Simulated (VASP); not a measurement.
# TiSb2Se2 (P-3m1) in VASP: further runs, part 2 of 2

VASP 6.6.1. Earlier steps stand in the parts before.

### 4 Single point, PBE, collinear spin

This run uses another cell than the first one, of 30.24 Å³/atom.

Input file INCAR:

```
  PREC = Accurate
  ENCUT = 520
  EDIFF = 1E-6
  ISMEAR = 0
  SIGMA = 0.1
  LREAL = F
  LASPH = T
  NELM = 150
  ALGO = Normal
  ISIF = 2
  LWAVE = F
  LCHARG = F
  ISPIN = 2
  MAGMOM = 1 0 0 0 0
  LORBIT = 11
  LMAXMIX = 4
  GGA = PE
  NBANDS = 29
```

Input file KPOINTS:

```
Automatic mesh
0
Gamma
  6 6 2
```

Input file POSCAR:

```
TiSb2Se2
1.0
    4.6658016900      0.0000000000      0.0000000000
   -2.3329008400      4.0407027900      0.0000000000
    0.0000000000      0.0000000000      8.0186449500
Ti Sb Se
1 2 2
Direct
    0.0000000000      0.0000000000      0.0000000000
    0.3333333300      0.6666666700      0.6293000000
    0.6666666700      0.3333333300      0.3707000000
    0.3333333300      0.6666666700      0.2621699900
    0.6666666700      0.3333333300      0.7378300100
```

Potentials or basis: VASP PAW PBE potentials, release 64 (Ti_sv, Sb, Se).

Command:

```console
cat potpaw_PBE.64/Ti_sv/POTCAR potpaw_PBE.64/Sb/POTCAR potpaw_PBE.64/Se/POTCAR > POTCAR
mpirun -np 1 vasp_std > vasp.out
```

OUTCAR:

```text
PREC = Accurate
   ENCUT = 520
   EDIFF = 1E-6
   ISMEAR = 0
   LREAL = F
   LASPH = T
   NELM = 150
   ISIF = 2
   ISPIN = 2
   LORBIT = 11
   GGA = PE

 ion  position               nearest neighbor table
   1  0.000  0.000  0.000-
   2  0.333  0.667  0.629-   5 2.83   5 2.83   5 2.83   4 2.94   3 3.40   3 3.40   3 3.40
   3  0.667  0.333  0.371-   4 2.83   4 2.83   4 2.83   5 2.94   2 3.40   2 3.40   2 3.40
   4  0.333  0.667  0.262-   3 2.83   3 2.83   3 2.83   2 2.94
   5  0.667  0.333  0.738-   2 2.83   2 2.83   2 2.83   3 2.94

  LATTYP: Found a hexagonal cell.
 ALAT       =     4.6658016900
 C/A-ratio  =     1.7185996068

  Lattice vectors:

 A1 = (   4.6658016900,   0.0000000000,   0.0000000000)
 A2 = (  -2.3329008400,   4.0407027900,   0.0000000000)
 A3 = (   0.0000000000,   0.0000000000,   8.0186449500)

Analysis of symmetry for initial positions (statically):
=====================================================================
 Subroutine PRICEL returns:
 Original cell was already a primitive cell.

 Routine SETGRP: Setting up the symmetry group for a
 hexagonal supercell.

 Subroutine GETGRP returns: Found 12 space group operations
 (whereof 12 operations were pure point group operations)
 out of a pool of 24 trial point group operations.

The static configuration has the point symmetry D_3d.

Analysis of symmetry for dynamics (positions and initial velocities):
=====================================================================
 Subroutine PRICEL returns:
 Original cell was already a primitive cell.

 Routine SETGRP: Setting up the symmetry group for a
 hexagonal supercell.

 Subroutine GETGRP returns: Found 12 space group operations
 (whereof 12 operations were pure point group operations)
 out of a pool of 24 trial point group operations.

The dynamic configuration has the point symmetry D_3d.

Analysis of structural, dynamic, and magnetic symmetry:
=====================================================================
[... 158 lines left out ...]
 fundamental gap:      0.0318562904
 Fermi energy:         5.0620720983

 spin component 1

 k-point     1 :       0.0000    0.0000    0.0000
  band No.  band energies     occupation
      1     -52.9811      1.00000
      2     -29.2825      1.00000
      3     -29.2825      1.00000
      4     -29.2623      1.00000
      5      -9.7035      1.00000
      6      -8.9599      1.00000
[... 437 lines left out ...]
     28       9.7082      0.00000
     29       9.7082      0.00000
 Fermi energy:         5.0620720983

 spin component 2

 k-point     1 :       0.0000    0.0000    0.0000
  band No.  band energies     occupation
      1     -51.2829      1.00000
      2     -27.5923      1.00000
      3     -27.5923      1.00000
      4     -27.5484      1.00000
      5      -9.7114      1.00000
      6      -8.9791      1.00000
[... 437 lines left out ...]
     28      10.2400      0.00000
     29      10.2400      0.00000

------------------------ aborting loop because EDIFF is reached ----------------------------------------

  FORCE on cell =-STRESS in cart. coord.  units (eV):
  Direction    XX          YY          ZZ          XY          YZ          ZX
  --------------------------------------------------------------------------------------
  -------------------------------------------------------------------------------------
  Total       -0.1228456     -0.1228456     -0.4281515     -0.0000000      0.0000000     -0.0000000
  in kB       -1.3019257     -1.3019257     -4.5375753     -0.0000000      0.0000000     -0.0000000
  external PRESSURE =      -2.3804755 kB  Pullay stress =       0.0000000 kB

 VOLUME and BASIS-vectors are now :
 -----------------------------------------------------------------------------
  energy-cutoff  :      520.00
  volume of cell :      151.18
      direct lattice vectors                 reciprocal lattice vectors
     4.665801690  0.000000000  0.000000000     0.214325440  0.123740850  0.000000000
    -2.332900840  4.040702790  0.000000000     0.000000000  0.247481701  0.000000000
     0.000000000  0.000000000  8.018644950     0.000000000  0.000000000  0.124709350

 POSITION                                       TOTAL-FORCE (eV/Angst)
 -----------------------------------------------------------------------------------
      0.00000      0.00000      0.00000        -0.000000      0.000000      0.000000
     -0.00000      2.69380      5.04613        -0.000000     -0.000000      0.877658
      2.33290      1.34690      2.97251        -0.000000      0.000000     -0.877658
     -0.00000      2.69380      2.10225         0.000000     -0.000000     -1.947024
      2.33290      1.34690      5.91640        -0.000000      0.000000      1.947024
 -----------------------------------------------------------------------------------
    total drift:                               -0.000000      0.000000      0.000000

  FREE ENERGIE OF THE ION-ELECTRON SYSTEM (eV)
  ---------------------------------------------------
  free  energy   TOTEN  =       -19.5295045588 eV

  energy  without entropy=      -19.4819181878  energy(sigma->0) =      -19.50571137

 total charge

# of ion       s       p       d       tot
------------------------------------------
    1        2.105   5.962   1.952  10.018
    2        1.288   0.999   0.044   2.331
    3        1.288   0.999   0.044   2.331
    4        1.522   2.182   0.049   3.753
    5        1.522   2.182   0.049   3.753
--------------------------------------------------
tot          7.726  12.323   2.137  22.186

 magnetization (x)

# of ion       s       p       d       tot
------------------------------------------
    1        0.039   0.009   1.685   1.733
    2       -0.002   0.003   0.002   0.002
    3       -0.002   0.003   0.002   0.002
    4        0.001  -0.027   0.004  -0.021
    5        0.001  -0.027   0.004  -0.021
--------------------------------------------------
tot          0.037  -0.039   1.697   1.695
```

OSZICAR:

```text
N       E                     dE             d eps       ncg     rms          rms(c)
DAV:   1     0.245182415215E+03    0.24518E+03   -0.13084E+04  1624   0.997E+02
DAV:   2     0.298772991219E+01   -0.24219E+03   -0.23008E+03  1834   0.247E+02
[... 25 lines left out ...]
DAV:  28    -0.195293890000E+02   -0.13331E-03   -0.19240E-03  1922   0.981E-02    0.303E-02
DAV:  29    -0.195294979397E+02   -0.10894E-03   -0.38198E-04  1634   0.128E-01    0.203E-02
DAV:  30    -0.195294984532E+02   -0.51343E-06   -0.28352E-04  1658   0.547E-02    0.143E-02
DAV:  31    -0.195295038708E+02   -0.54177E-05   -0.67478E-06  1670   0.189E-02    0.286E-03
DAV:  32    -0.195295041376E+02   -0.26679E-06   -0.10430E-05  1422   0.740E-03    0.151E-03
DAV:  33    -0.195295045588E+02   -0.42120E-06   -0.19446E-06   981   0.705E-03
   1 F= -.19529505E+02 E0= -.19505711E+02  d E =-.475864E-01  mag=     2.3109
```

stdout:

```text
POSCAR found type information on POSCAR TiSbSe
 POSCAR found :  3 types and       5 ions
 scaLAPACK will be used
 LDA part: xc-table for (Slater+PW92), standard interpolation
 POSCAR, INCAR and KPOINTS ok, starting setup
 FFT: planning ... GRIDC
 FFT: planning ... GRID_SOFT
 FFT: planning ... GRID
 WAVECAR not read
 entering main loop
```

It took 4.4 min on 1 thread of Intel Xeon Platinum 8375C at 2.90GHz (Ice Lake), shared host; peak memory 0.39 GiB.

Results:

```
Free energy                                           : -19.5295 eV
Pressure                                              : -0.2 GPa
Largest force                                         : 1.947 eV/Å
Net moment                                            : 2.31 μB per cell
Site moments                                          : Ti +1.73; Sb +0.00; Se -0.02 μB
Valence electrons inside the program's atomic spheres : Ti 10.02; Sb 2.33; Se 3.75
```

Forces in eV/Å, atoms in the order of the input:
```
Ti   0.000  0.000  0.000
Sb   0.000  0.000  0.878
Sb   0.000  0.000 -0.878
Se   0.000  0.000 -1.947
Se   0.000  0.000  1.947
```

Caveat: the k points lie up to 0.39 Å⁻¹ apart; spin-orbit coupling is left out, which moves the levels of the heavy elements; forces of over 1 eV/Å act on the atoms, so gaps and moduli don't describe the material at rest.

### 5 Relaxation of cell and atoms, PBE

This run uses another cell than the first one, of 25.95 Å³/atom.

Input file INCAR:

```
PREC = Accurate
ENCUT = 600
EDIFF = 1E-7
ISMEAR = 0
SIGMA = 0.1
LREAL = F
LASPH = T
NELM = 60
ALGO = Normal
ISIF = 3
LWAVE = F
LCHARG = F
GGA = PE
IBRION = 2
NSW = 100
EDIFFG = -0.01
```

Input file KPOINTS:

```
regular mesh
0
Gamma
  12 12 4
```

Input file POSCAR:

```
TiSb2Se2
1.0
    3.6713869841      0.0000000000      0.0000000000
   -1.8356934920      3.1795143953      0.0000000000
    0.0000000000      0.0000000000     11.1163663697
Ti Sb Se
1 2 2
Direct
    0.0000000000      0.0000000000      0.0000000000
    0.3333333333      0.6666666667      0.5897510274
    0.6666666667      0.3333333333      0.4102489726
    0.3333333333      0.6666666667      0.1354370914
    0.6666666667      0.3333333333      0.8645629086
```

Potentials or basis: VASP PAW PBE potentials, release 64 (Ti_sv, Sb, Se).

Command:

```console
cat potpaw_PBE.64/Ti_sv/POTCAR potpaw_PBE.64/Sb/POTCAR potpaw_PBE.64/Se/POTCAR > POTCAR
mpirun -np 1 vasp_std > vasp.out
```

OUTCAR:

```text
PREC = Accurate
   ENCUT = 600
   EDIFF = 1E-7
   ISMEAR = 0
   LREAL = F
   LASPH = T
   NELM = 60
   ISIF = 3
   GGA = PE
   IBRION = 2
   NSW = 100
   EDIFFG = -0.01

 ion  position               nearest neighbor table
   1  0.000  0.000  0.000-   4 2.60   5 2.60   4 2.60   5 2.60   5 2.60   4 2.60
   2  0.333  0.667  0.590-   3 2.91   3 2.91   3 2.91
   3  0.667  0.333  0.410-   2 2.91   2 2.91   2 2.91
   4  0.333  0.667  0.135-   1 2.60   1 2.60   1 2.60
   5  0.667  0.333  0.865-   1 2.60   1 2.60   1 2.60

  LATTYP: Found a hexagonal cell.
 ALAT       =     3.6713869841
 C/A-ratio  =     3.0278383668

  Lattice vectors:

[... 382 lines left out ...]

 number of electron      34.0000001 magnetization

 Free energy of the ion-electron system (eV)
  ---------------------------------------------------
  ext. energy  EPLUGINS =         0.00000000
  ---------------------------------------------------
  free energy    TOTEN  =       -26.01955857 eV

  energy without entropy =      -26.00394303  energy(sigma->0) =      -26.01175080

 E-fermi :   5.5064     XC(G=0):  -9.5198

 val. band max:        5.5047191449   @ k =   0.0833   0.0833   0.5000
 cond. band min:       5.5106167646   @ k =  -0.0833   0.5000   0.2500
 fundamental gap:      0.0058976198
 Fermi energy:         5.5063977088

 k-point     1 :       0.0000    0.0000    0.0000
  band No.  band energies     occupation
      1     -52.5262      2.00000
      2     -28.7517      2.00000
      3     -28.7517      2.00000
      4     -28.7033      2.00000
      5      -8.1685      2.00000
      6      -7.2416      2.00000
[... 565 lines left out ...]
     20       6.5551      0.00000
     21       7.5030      0.00000

 [... further k-points ...]
[... 5 lines left out ...]
  --------------------------------------------------------------------------------------
  -------------------------------------------------------------------------------------
  Total        0.0232170      0.0232170      0.0318435      0.0000000      0.0000000      0.0000000
  in kB        0.2811579      0.2811579      0.3856244      0.0000000      0.0000000      0.0000000
  external PRESSURE =       0.3159801 kB  Pullay stress =       0.0000000 kB
[... 20 lines left out ...]
  FREE ENERGIE OF THE ION-ELECTRON SYSTEM (eV)
  ---------------------------------------------------
  free  energy   TOTEN  =       -26.0195585708 eV

  energy  without entropy=      -26.0039430328  energy(sigma->0) =      -26.01175080

 reached required accuracy - stopping structural energy minimisation
```

OSZICAR:

```text
N       E                     dE             d eps       ncg     rms          rms(c)
DAV:   1     0.291928046437E+03    0.29193E+03   -0.15345E+04  2898   0.161E+03
DAV:   2     0.663510137722E+01   -0.28529E+03   -0.27814E+03  3279   0.357E+02
DAV:   3    -0.276223449639E+02   -0.34257E+02   -0.32721E+02  4677   0.110E+02
[... 143 lines left out ...]
DAV:   5    -0.260195574861E+02    0.11310E-05   -0.30765E-05  4448   0.278E-02    0.925E-03
DAV:   6    -0.260195581341E+02   -0.64801E-06   -0.30725E-06  3575   0.107E-02    0.580E-03
DAV:   7    -0.260195587254E+02   -0.59129E-06   -0.37253E-06  4235   0.746E-03    0.444E-03
DAV:   8    -0.260195586233E+02    0.10209E-06   -0.28844E-07  2950   0.458E-03    0.176E-03
DAV:   9    -0.260195585708E+02    0.52474E-07   -0.12307E-07  2280   0.290E-03
  13 F= -.26019559E+02 E0= -.26011751E+02  d E =-.770299E-04
```

CONTCAR:

```text
TiSb2Se2
   1.00000000000000
     3.7273287504244896    0.0000000000008887   -0.0000000000000000
    -1.8636643751607134    3.2279613860666445    0.0000000000000000
    -0.0000000000000001   -0.0000000000000000   10.9961421834129709
  Ti              Sb              Se
     1     2     2
Direct
     0.0000000000000000    0.0000000000000000    1.0000000000000000
     0.3333333332999970    0.6666666667000030    0.5867017310891656
     0.6666666667000030    0.3333333332999970    0.4132982689108345
     0.3333333332999970    0.6666666667000030    0.1349801882794005
     0.6666666667000030    0.3333333332999970    0.8650198117205995

  0.00000000E+00  0.00000000E+00  0.00000000E+00
  0.00000000E+00  0.00000000E+00  0.00000000E+00
  0.00000000E+00  0.00000000E+00  0.00000000E+00
  0.00000000E+00  0.00000000E+00  0.00000000E+00
  0.00000000E+00  0.00000000E+00  0.00000000E+00
```

It took 36 min on 1 thread of Intel Xeon Platinum 8375C at 2.90GHz (Ice Lake), shared host; peak memory 0.48 GiB.

What came out:

* Free energy: -26.0196 eV
* Relaxed volume: 26.46 Å³/atom
* Relaxed cell: a = 3.727 Å, b = 3.727 Å, c = 10.996 Å, α = 90.00°, β = 90.00°, γ = 120.00°
* Space group after relaxing (to 0.1 Å): P-3m1 (No. 164)
* Energy gained by relaxing: 1.8 meV/atom
* Ionic steps: 13
* Pressure after relaxing: 0.0 GPa
* Largest force after relaxing: 0.008 eV/Å
* Band gap on the k mesh: zero (bands 17 and 18 overlap by 0.48 eV)

Forces in eV/Å, atoms in the order of the input:
```
Ti   0.000  0.000  0.000
Sb   0.000  0.000  0.000
Sb   0.000  0.000  0.000
Se   0.000  0.000 -0.008
Se   0.000  0.000  0.008
```

The path:
| step | energy change (eV) | largest force (eV/Å) | pressure (GPa) | volume (Å³) |
| --- | --- | --- | --- | --- |
| 1 | 0.0000 | 0.2386 | 0.13 | 129.76 |
| 2 | -0.0055 | 0.0224 | 0.25 | 130.14 |
| 3 | -0.0061 | 0.0248 | 0.30 | 130.28 |
| 4 | -0.0065 | 0.0669 | 0.44 | 130.54 |
| 5 | -0.0074 | 0.0895 | -0.38 | 132.38 |
| 6 | -0.0081 | 0.0488 | -0.06 | 131.65 |
| 7 | -0.0087 | 0.0292 | -0.06 | 131.88 |
| 8 | -0.0089 | 0.0331 | -0.05 | 132.10 |
| 9 | -0.0087 | 0.0453 | -0.03 | 132.55 |
| 10 | -0.0090 | 0.0359 | -0.04 | 132.23 |
| 11 | -0.0090 | 0.0126 | 0.12 | 132.08 |
| 12 | -0.0090 | 0.0091 | 0.06 | 132.14 |
| 13 | -0.0091 | 0.0082 | 0.03 | 132.30 |

Final structure:
```
CELL_PARAMETERS angstrom
3.72733 0.00000 0.00000
-1.86366 3.22796 0.00000
0.00000 0.00000 10.99614
ATOMIC_POSITIONS crystal
Ti 0.00000 0.00000 0.00000
Sb 0.33333 0.66667 0.58670
Sb 0.66667 0.33333 0.41330
Se 0.33333 0.66667 0.13498
Se 0.66667 0.33333 0.86502
```

Levels at points of the mesh, in eV from the Fermi level:
```
           k point  band 14  band 15  band 16  band 17  band 18  band 19  band 20  band 21
(0.00, 0.00, 0.00)    -0.32    -0.32     0.12     0.12     0.85     0.88     0.88     2.87
(0.50, 0.00, 0.00)    -2.63    -2.29    -1.82    -1.23    -0.11     0.79     1.05     1.45
(0.00, 0.00, 0.50)    -0.33     0.12     0.12     0.16     0.66     0.90     0.90     2.80
(0.50, 0.00, 0.50)    -2.39    -1.88    -1.76    -1.30    -0.22     0.79     1.00     1.31
```

Caveat: spin-orbit coupling is left out, which moves the levels of the heavy elements; this functional lacks dispersion, which binds layers or chains, so the pressure and a relaxed spacing across them are unreliable.

### 6 The runs side by side

| task | spin | cell | k mesh | cutoff (eV) | gap on the mesh (eV) | pressure (GPa) | moment (μB) | largest force (eV/Å) |
| --- | --- | --- | --- | --- | --- | --- | --- | --- |
| single point | off | a = 3.743, b = 3.743, c = 11.083 Å, angles 90.0, 90.0, 120.0°, 5 atoms, atomic positions A | 12 × 12 × 4 | 520 | none | 0.1 | - | 0.04 |
| single point | collinear | a = 3.671, b = 3.671, c = 11.116 Å, angles 90.0, 90.0, 120.0°, 5 atoms, atomic positions B | 6 × 6 × 2 | 520 | none | 0.1 | 0.00 | 0.06 |
| single point | collinear | a = 4.666, b = 4.666, c = 8.019 Å, angles 90.0, 90.0, 120.0°, 5 atoms, atomic positions C | 6 × 6 × 2 | 520 | none | -0.2 | 2.31 | 1.95 |
| relaxation of cell and atoms | off | relaxed from a = 3.671, b = 3.671, c = 11.116 Å, angles 90.0, 90.0, 120.0°, 5 atoms, atomic positions B | 12 × 12 × 4 | 600 | none | 0.0 | - | 0.01 |

Alike in all rows: level PBE; potentials or basis VASP PAW PBE potentials, release 64 (Ti_sv, Sb, Se); smearing gaussian 0.1 eV.

Caveats: some runs use coarse meshes; spin-orbit coupling is left out, which moves the levels of the heavy elements; this functional lacks dispersion, which binds layers or chains, so the pressure and a relaxed spacing across them are unreliable (at least some runs); forces of over 1 eV/Å act on the atoms, so gaps and moduli don't describe the material at rest (at least some runs).

Absolute energies hang on the potentials; compare differences alone.

The gap in the log of VASP goes by the Fermi energy; the results here count the filled bands.